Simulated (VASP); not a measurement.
Write the native input for VASP 6.6.1 that does the following.

* Task: single point
* Functional: r2SCAN
* Potentials or basis: VASP PAW PBE potentials, release 64 (Hf_pv, Mg)
* Cutoff: 520 eV
* k mesh: 8 × 8 × 8
* Occupations: gaussian, width 0.05 eV
* Spin: no spin polarisation
* Dipole correction: no
* Further INCAR settings: ALGO = Normal; EDIFF = 1e-06; NBANDS = 16

Crystal: HfMg3.

```
CELL_PARAMETERS angstrom
4.43519 0.00000 0.00000
0.00000 4.43519 0.00000
0.00000 0.00000 4.43519
ATOMIC_POSITIONS crystal
Hf 0.00000 0.00000 0.00000
Mg 0.00000 0.50000 0.50000
Mg 0.50000 0.50000 0.00000
Mg 0.50000 0.00000 0.50000
```

One way to write it, as run:

POSCAR

```
HfMg3
1.0
    4.4351854621      0.0000000000      0.0000000000
    0.0000000000      4.4351854621      0.0000000000
    0.0000000000      0.0000000000      4.4351854621
Hf Mg
1 3
Direct
    0.0000000000      0.0000000000      0.0000000000
    0.0000000000      0.5000000000      0.5000000000
    0.5000000000      0.5000000000      0.0000000000
    0.5000000000      0.0000000000      0.5000000000
```

INCAR.step1

```
PREC = Accurate
ENCUT = 520
ISMEAR = 0
SIGMA = 0.05
LREAL = F
LASPH = T
NELM = 100
NBANDS = 16
GGA = PE
ALGO = Normal
EDIFF = 1E-4
LWAVE = T
LCHARG = F
```

INCAR.step2

```
PREC = Accurate
ENCUT = 520
EDIFF = 1E-6
ISMEAR = 0
SIGMA = 0.05
LREAL = F
LASPH = T
NELM = 100
ALGO = Normal
ISIF = 2
LWAVE = F
LCHARG = T
METAGGA = R2SCAN
LMIXTAU = T
LELF = T
LVHAR = T
NBANDS = 16
ISTART = 1
```

KPOINTS

```
Automatic mesh
0
Gamma
  8 8 8
```

Potentials or basis: VASP PAW PBE potentials, release 64 (Hf_pv, Mg).

Command:

```console
$ cat potpaw_PBE.64/Hf_pv/POTCAR potpaw_PBE.64/Mg/POTCAR > POTCAR
$ cp INCAR.step1 INCAR
$ mpirun -np 1 vasp_std > vasp.out
$ cp INCAR.step2 INCAR
$ mpirun -np 1 vasp_std > vasp.out
```

It gave:

```json
{
 "Pressure": "-1.0 GPa",
 "Band gap on the k mesh": "zero (band 8 reaches 3.58 eV, above the bottom of band 9 at 2.01 eV)"
}
```

Caveat: the PAW data sets were made with another functional, which shifts forces and pressure a little; spin-orbit coupling is left out, which moves the levels of the heavy elements.

It took 2.1 min on 1 thread of Intel(R) Xeon(R) Platinum 8124M CPU @ 3.00GHz (Skylake/Cascade Lake), with other jobs on the host, peak memory 0.24 GiB.
